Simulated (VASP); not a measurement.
# Zr (Fd-3m) in VASP: further runs

Runs on Zr. Level: PBE. Tasks: single point.

Everything below comes from runs of VASP 6.6.1. Logs are shortened: lines on timing, memory, paths and dates and some standing lists are left out, and cuts for length are marked.

### Step 1. The cell of the first run

The structure is cubic, space group Fd-3m (No. 227). The conventional cell has a = 6.116 Å, b = 6.116 Å, c = 6.116 Å, α = 90.00°, β = 90.00°, γ = 90.00°. Zr (site symmetry -43m) has 4 Zr at 2.65 Å within 3.5 Å.

### Step 2. Single point, PBE (volume scaled by 0.92)

The input, INCAR:

```
SYSTEM = Zr
ALGO     = Normal         ! electronic algorithm
EDIFF    = 1E-6           ! SCF threshold, eV
ENCUT    = 520            ! plane-wave cutoff, eV
GGA      = PE             ! functional
ISIF     = 2              ! what is computed and relaxed
ISMEAR   = -1             ! smearing method
LASPH    = .TRUE.         ! aspherical terms in the spheres
LCHARG   = .TRUE.         ! write CHGCAR
LELF     = .TRUE.         ! ELF
LREAL    = .FALSE.        ! projectors in reciprocal space
LVHAR    = .TRUE.       
LWAVE    = .FALSE.        ! write WAVECAR
NBANDS   = 19             ! bands
NELM     = 100            ! most SCF steps
PREC     = Accurate       ! precision mode
SIGMA    = 0.1            ! smearing width, eV
```

The input, KPOINTS:

```
k-points
0
G
  10 10 10
  0 0 0
```

The input, POSCAR:

```
Zr
1.0
    0.0000000000      3.0581265218      3.0581265218
    3.0581265218      0.0000000000      3.0581265218
    3.0581265218      3.0581265218      0.0000000000
Zr
2
Direct
    0.1250000000      0.1250000000      0.1250000000
    0.8750000000      0.8750000000      0.8750000000
```

Potentials or basis: VASP PAW PBE potentials, release 64 (Zr_sv).

The run is started by

```console
> cat potpaw_PBE.64/Zr_sv/POTCAR > POTCAR
> mpirun -np 1 vasp_std > vasp.out
```

OUTCAR:

```text
SYSTEM = Zr
   EDIFF = 1E-6
   ENCUT = 520
   GGA = PE
   ISIF = 2
   ISMEAR = -1
   LASPH = .TRUE.
   LREAL = .FALSE.
   NELM = 100
   PREC = Accurate

 ion  position               nearest neighbor table
   1  0.125  0.125  0.125-   2 2.65   2 2.65   2 2.65   2 2.65
   2  0.875  0.875  0.875-   1 2.65   1 2.65   1 2.65   1 2.65

  LATTYP: Found a face centered cubic cell.
 ALAT       =     6.1162530436

  Lattice vectors:

 A1 = (   0.0000000000,   3.0581265218,   3.0581265218)
 A2 = (   3.0581265218,   0.0000000000,   3.0581265218)
 A3 = (   3.0581265218,   3.0581265218,   0.0000000000)

Analysis of symmetry for initial positions (statically):
=====================================================================
 Subroutine PRICEL returns:
 Original cell was already a primitive cell.

 Routine SETGRP: Setting up the symmetry group for a
 face centered cubic supercell.

 Subroutine GETGRP returns: Found 48 space group operations
 (whereof 12 operations were pure point group operations)
 out of a pool of 48 trial point group operations.

The static configuration has the point symmetry D_3d.
 The point group associated with its full space group is O_h .

Analysis of symmetry for dynamics (positions and initial velocities):
=====================================================================
 Subroutine PRICEL returns:
 Original cell was already a primitive cell.

 Routine SETGRP: Setting up the symmetry group for a
 face centered cubic supercell.

 Subroutine GETGRP returns: Found 48 space group operations
 (whereof 12 operations were pure point group operations)
 out of a pool of 48 trial point group operations.

The dynamic configuration has the point symmetry D_3d.
 The point group associated with its full space group is O_h .

 Subroutine INISYM returns: Found 48 space group operations
 (whereof 12 operations are pure point group operations),
 and found     1 'primitive' translations

----------------------------------------------------------------------------------------

                                     Primitive cell

  volume of cell :      57.2000

  direct lattice vectors                    reciprocal lattice vectors
     0.000000000  3.058126522  3.058126522    -0.163498795  0.163498795  0.163498795
     3.058126522  0.000000000  3.058126522     0.163498795 -0.163498795  0.163498795
     3.058126522  3.058126522  0.000000000     0.163498795  0.163498795 -0.163498795

  length of vectors
     4.324844003  4.324844003  4.324844003     0.283188219  0.283188219  0.283188219

  position of ions in fractional coordinates (direct lattice)
     0.125000000  0.125000000  0.125000000
     0.875000000  0.875000000  0.875000000

  ion indices of the primitive-cell ions
   primitive index   ion index
                 1           1
                 2           2

----------------------------------------------------------------------------------------

 KPOINTS: k-points

Automatic generation of k-mesh.
 Grid dimensions read from file:
 generate k-points for:   10   10   10

 Generating k-lattice:

  Cartesian coordinates                     Fractional coordinates (reciprocal lattice)
    -0.016349879  0.016349879  0.016349879     0.100000000  0.000000000  0.000000000
     0.016349879 -0.016349879  0.016349879     0.000000000  0.100000000  0.000000000
     0.016349879  0.016349879 -0.016349879     0.000000000  0.000000000  0.100000000

  Length of vectors
     0.028318822  0.028318822  0.028318822

  Shift w.r.t. Gamma in fractional coordinates (k-lattice)
     0.000000000  0.000000000  0.000000000

 Subroutine IBZKPT returns following result:
 ===========================================

 Found     47 irreducible k-points:

 Following reciprocal coordinates:
            Coordinates               Weight
  0.000000  0.000000  0.000000      1.000000
  0.100000  0.000000  0.000000      8.000000
  0.200000  0.000000  0.000000      8.000000
  0.300000  0.000000  0.000000      8.000000
  0.400000  0.000000  0.000000      8.000000
  0.500000  0.000000  0.000000      4.000000
[... 16 lines left out ...]
  0.300000  0.300000  0.000000      6.000000
  0.400000  0.300000  0.000000     24.000000
 [... further k-points ...]
   k-points           NKPTS =     47   k-points in BZ     NKDIM =     47   number of bands    NBANDS=     19
   number of dos      NEDOS =    301   number of ions     NIONS =      2
   total plane-waves  NPLWV =  32768
   dimension x,y,z NGX =    32 NGY =   32 NGZ =   32
   dimension x,y,z NGXF=    64 NGYF=   64 NGZF=   64
   ions per type =               2
   NGX,Y,Z   is equivalent  to a cutoff of  12.30, 12.30, 12.30 a.u.
   NGXF,Y,Z  is equivalent  to a cutoff of  24.60, 24.60, 24.60 a.u.
 SYSTEM =  Zr
   PREC   = accura    normal or accurate (medium, high low for compatibility)
   ISTART =      0    job   : 0-new  1-cont  2-samecut
   ICHARG =      2    charge: 1-file 2-atom 10-const
   ISPIN  =      1    spin polarized calculation?
   LNONCOLLINEAR =      F non collinear calculations
   LSORBIT =      F    spin-orbit coupling
   LASPH  =      T    aspherical Exc in radial PAW
   ENCUT  =  520.0 eV  38.22 Ry    6.18 a.u.   8.04  8.04  8.04*2*pi/ulx,y,z
   NELM   =    100;   NELMIN=  2; NELMDL= -5     # of ELM steps
   EDIFF  = 0.1E-05   stopping-criterion for ELM
   LREAL  =      F    real-space projection
   EDIFFG = 0.1E-04   stopping-criterion for IOM
   NSW    =      0    number of steps for IOM
   IBRION =     -1    ionic relax: 0-MD 1-quasi-New 2-CG
   NFREE  =      0    steps in history (QN), initial steepest desc. (CG)
   ISIF   =      2    stress and relaxation
   ISYM   =      2    0-nonsym 1-usesym 2-fastsym
   POTIM  = 0.5000    time-step for ionic-motion
   TEBEG  =    0.0;   TEEND  =   0.0 temperature during run
   PSTRESS=    0.0 pullay stress
   NELECT =      24.0000    total number of electrons
   NUPDOWN=      -1.0000    fix difference up-down
   EMIN   =  10.00;   EMAX   =-10.00  energy-range for DOS
   EFERMI =   0.00;   METHOD = LEGACY
   ISMEAR =    -1;   SIGMA  =   0.10  broadening in eV -4-tet -1-fermi 0-gaus
   EFERMI_NEDOS =   21; number of points for ismear=-14 and -15
   IALGO  =     38    algorithm
   IMIX   =      4    mixing-type and parameters
     AMIX     =   0.40;   BMIX     =  1.00
     AMIX_MAG =   1.60;   BMIX_MAG =  1.00
  volume/ion in A,a.u.               =      28.60       193.00
  Fermi-wavevector in a.u.,A,eV,Ry     =   1.225594  2.316036 20.437033  1.502080
  Thomas-Fermi vector in A             =   2.360626
   LORBIT       =      0    0 simple, 1 ext, 2 COOP (PROOUT), +10 PAW based schemes
   GGA     = PE    functional components
   LHFCALC =     F    Hartree Fock is set to
   AEXX    =    0.0000 exact exchange contribution
   IVDW    =     0    specifies the selected vdW correction
   LEPSILON=     F    determine dielectric tensor
   LRPA    =     F    only Hartree local field effects (RPA)
 non-spin polarized calculation
  energy-cutoff  :      520.00
  volume of cell :       57.20
 maximum number of plane-waves:      1572
   NGX = 17   NGY = 17   NGZ = 17

 number of electron      24.0000000 magnetization

 Free energy of the ion-electron system (eV)
  ---------------------------------------------------
  ext. energy  EPLUGINS =         0.00000000
  ---------------------------------------------------
  free energy    TOTEN  =       -12.25959444 eV

  energy without entropy =      -12.11093917  energy(sigma->0) =      -12.18526680

 E-fermi :   6.2916     XC(G=0):  -9.8569

 val. band max:        6.2876366385   @ k =   0.1000   0.0000   0.0000
 cond. band min:       6.3056086420   @ k =   0.0000   0.0000   0.0000
 fundamental gap:      0.0179720035
 Fermi energy:         6.2916463996

 k-point     1 :       0.0000    0.0000    0.0000
  band No.  band energies     occupation
      1     -42.6125      2.00000
      2     -41.8785      2.00000
      3     -21.0019      2.00000
      4     -21.0019      2.00000
      5     -21.0019      2.00000
      6     -19.8196      2.00000
[... 11 lines left out ...]
     18      12.1903      0.00000
     19      12.1903      0.00000

 k-point     2 :       0.1000    0.0000    0.0000
  band No.  band energies     occupation
      1     -42.5997      2.00000
      2     -41.8925      2.00000
      3     -21.0173      2.00000
      4     -21.0173      2.00000
      5     -21.0022      2.00000
      6     -19.8191      2.00000
[... 11 lines left out ...]
     18      12.1511      0.00000
     19      12.1511      0.00000

 k-point     3 :       0.2000    0.0000    0.0000
  band No.  band energies     occupation
      1     -42.5634      2.00000
      2     -41.9318      2.00000
      3     -21.0556      2.00000
      4     -21.0556      2.00000
      5     -21.0038      2.00000
      6     -19.8164      2.00000
[... 11 lines left out ...]
     18      12.0232      0.00000
     19      12.0232      0.00000

 k-point     4 :       0.3000    0.0000    0.0000
  band No.  band energies     occupation
      1     -42.5112      2.00000
      2     -41.9879      2.00000
      3     -21.0996      2.00000
      4     -21.0996      2.00000
      5     -21.0076      2.00000
      6     -19.8106      2.00000
[... 11 lines left out ...]
     18      11.7784      0.00000
     19      11.7784      0.00000

 k-point     5 :       0.4000    0.0000    0.0000
  band No.  band energies     occupation
      1     -42.4589      2.00000
      2     -42.0432      2.00000
      3     -21.1331      2.00000
      4     -21.1331      2.00000
      5     -21.0122      2.00000
      6     -19.8041      2.00000
[... 11 lines left out ...]
     18      11.4205      0.00000
     19      11.4205      0.00000
[... 334 lines left out ...]
      2     -42.0684      2.00000
      3     -21.2620      2.00000
      4     -21.1457      2.00000
      5     -20.8334      2.00000
      6     -19.9772      2.00000
[... 11 lines left out ...]
     18      10.0925      0.00000
     19      12.2343      0.00000

 k-point    22 :      -0.2000    0.2000    0.0000
  band No.  band energies     occupation
      1     -42.4902      2.00000
      2     -42.0102      2.00000
      3     -21.2077      2.00000
      4     -21.1012      2.00000
      5     -20.8965      2.00000
      6     -19.9178      2.00000
[... 11 lines left out ...]
     18      10.7499      0.00000
     19      12.3833      0.00000

 k-point    23 :       0.3000    0.3000    0.0000
  band No.  band energies     occupation
      1     -42.4664      2.00000
      2     -42.0353      2.00000
      3     -21.2040      2.00000
      4     -21.2040      2.00000
      5     -20.7604      2.00000
      6     -20.0744      2.00000
[... 11 lines left out ...]
     18      10.1962      0.00000
     19      12.3287      0.00000

 k-point    24 :       0.4000    0.3000    0.0000
  band No.  band energies     occupation
      1     -42.4147      2.00000
      2     -42.0895      2.00000
      3     -21.2478      2.00000
      4     -21.2351      2.00000
      5     -20.6892      2.00000
      6     -20.1437      2.00000
[... 11 lines left out ...]
     18      10.0028      0.00000
     19      12.1683      0.00000

 [... further k-points ...]
[... 5 lines left out ...]
  --------------------------------------------------------------------------------------
  -------------------------------------------------------------------------------------
  Total        1.2011250      1.2011250      1.2011250      0.0000000      0.0000000      0.0000000
  in kB       33.6436000     33.6436000     33.6436000      0.0000000      0.0000000      0.0000000
  external PRESSURE =      33.6436000 kB  Pullay stress =       0.0000000 kB

 VOLUME and BASIS-vectors are now :
 -----------------------------------------------------------------------------
  energy-cutoff  :      520.00
  volume of cell :       57.20
      direct lattice vectors                 reciprocal lattice vectors
     0.000000000  3.058126522  3.058126522    -0.163498795  0.163498795  0.163498795
     3.058126522  0.000000000  3.058126522     0.163498795 -0.163498795  0.163498795
     3.058126522  3.058126522  0.000000000     0.163498795  0.163498795 -0.163498795

 POSITION                                       TOTAL-FORCE (eV/Angst)
 -----------------------------------------------------------------------------------
      0.76453      0.76453      0.76453        -0.000000      0.000000      0.000000
      5.35172      5.35172      5.35172         0.000000     -0.000000     -0.000000
 -----------------------------------------------------------------------------------
    total drift:                                0.000000      0.000000     -0.000000

  FREE ENERGIE OF THE ION-ELECTRON SYSTEM (eV)
  ---------------------------------------------------
  free  energy   TOTEN  =       -12.2595944400 eV

  energy  without entropy=      -12.1109391656  energy(sigma->0) =      -12.18526680
```

Wall time 58 s (1 thread of Intel Xeon 6975P-C, shared host); peak memory 0.2 GiB.

What came out:

| Item | Value |
| --- | --- |
| Free energy | -12.2596 eV |
| Pressure | 3.4 GPa |
| Band gap on the k mesh | zero (band 12 reaches 6.37 eV, above the bottom of band 13 at 6.10 eV) |

### Step 3. Single point, PBE (volume scaled by 0.96)

The input, INCAR:

```
  PREC = Accurate
  ENCUT = 520
  EDIFF = 1E-6
  ISMEAR = -1
  SIGMA = 0.1
  LREAL = F
  LASPH = T
  NELM = 60
  ALGO = Normal
  ISIF = 2
  LWAVE = F
  LCHARG = T
  GGA = PE
  LELF = T
  LVHAR = T
  NBANDS = 19
```

The input, KPOINTS:

```
regular mesh
0
Gamma
  10 10 10
```

The input, POSCAR:

```
Zr
1.0
    0.0000000000      3.1018199467      3.1018199467
    3.1018199467      0.0000000000      3.1018199467
    3.1018199467      3.1018199467      0.0000000000
Zr
2
Direct
    0.1250000000      0.1250000000      0.1250000000
    0.8750000000      0.8750000000      0.8750000000
```

Potentials or basis: VASP PAW PBE potentials, release 64 (Zr_sv).

The run is started by

```console
> cat potpaw_PBE.64/Zr_sv/POTCAR > POTCAR
> mpirun -np 1 vasp_std > vasp.out
```

Wall time 86 s (1 thread of Intel Xeon 6975P-C, shared host); peak memory 0.22 GiB.

It converged, with:

- Free energy: -12.2988 eV
- Pressure: 1.6 GPa
- Band gap on the k mesh: zero (band 12 reaches 5.97 eV, above the bottom of band 13 at 5.74 eV)

Levels at points of the mesh, in eV from the Fermi level:
```tsv
k point	band 9	band 10	band 11	band 12	band 13	band 14	band 15	band 16
(0.00, 0.00, 0.00)	-4.12	-0.89	-0.89	0.01	0.01	0.01	2.19	2.19
(0.50, 0.00, 0.00)	-1.64	-1.18	-0.77	-0.77	-0.16	-0.16	0.81	3.30
(0.50, 0.50, 0.00)	-1.88	-1.88	-0.09	-0.09	0.44	0.44	1.74	1.74
```

(Part 1 of 3 ends here.)
